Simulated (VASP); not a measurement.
Set up this calculation in VASP 6.6.1, as the native input.

```
Task                   : single point
Functional             : PBE
Potentials or basis    : VASP PAW PBE potentials, release 64 (Li_sv, Cl)
Cutoff                 : 520 eV
k mesh                 : 8 × 8 × 8
Occupations            : gaussian, width 0.05 eV
Spin                   : no spin polarisation
Dipole correction      : no
Further INCAR settings : ALGO = Normal; EDIFF = 1e-06; NBANDS = 12
```

The structure of LiCl lies in POSCAR:

```
LiCl
1.0
    0.0000000000      2.3595792000      2.5647600000
    2.3595792000      0.0000000000      2.5647600000
    2.3595792000      2.3595792000      0.0000000000
Li Cl
1 1
Direct
    0.0000000000      0.0000000000      0.0000000000
    0.5000000000      0.5000000000      0.5000000000
```

This cell differs from its parent crystal: strain -0.080 along x and y, +0.000 along z.

One way to write it, as run:

INCAR

```
  PREC = Accurate
  ENCUT = 520
  EDIFF = 1E-6
  ISMEAR = 0
  SIGMA = 0.05
  LREAL = False
  LASPH = True
  NELM = 100
  ALGO = Normal
  ISIF = 2
  LWAVE = False
  LCHARG = False
  GGA = PE
  NBANDS = 12
```

KPOINTS

```
Automatic mesh
0
Gamma
  8 8 8
```

Potentials or basis: VASP PAW PBE potentials, release 64 (Li_sv, Cl).

Run with:

```bash
$ cat potpaw_PBE.64/Li_sv/POTCAR potpaw_PBE.64/Cl/POTCAR > POTCAR
$ mpirun -np 1 vasp_std > vasp.out
```

It gave:

```yaml
Band_gap_on_the_k_mesh: 6.74 eV (least direct gap 7.04 eV)
```

Caveat: the cell differs from its parent crystal (strain -0.080 along x and y, +0.000 along z).

Wall time 19 s on 1 thread of Intel(R) Xeon(R) Platinum 8375C CPU @ 2.90GHz (Ice Lake), with other jobs on the host, peak memory 0.15 GiB.
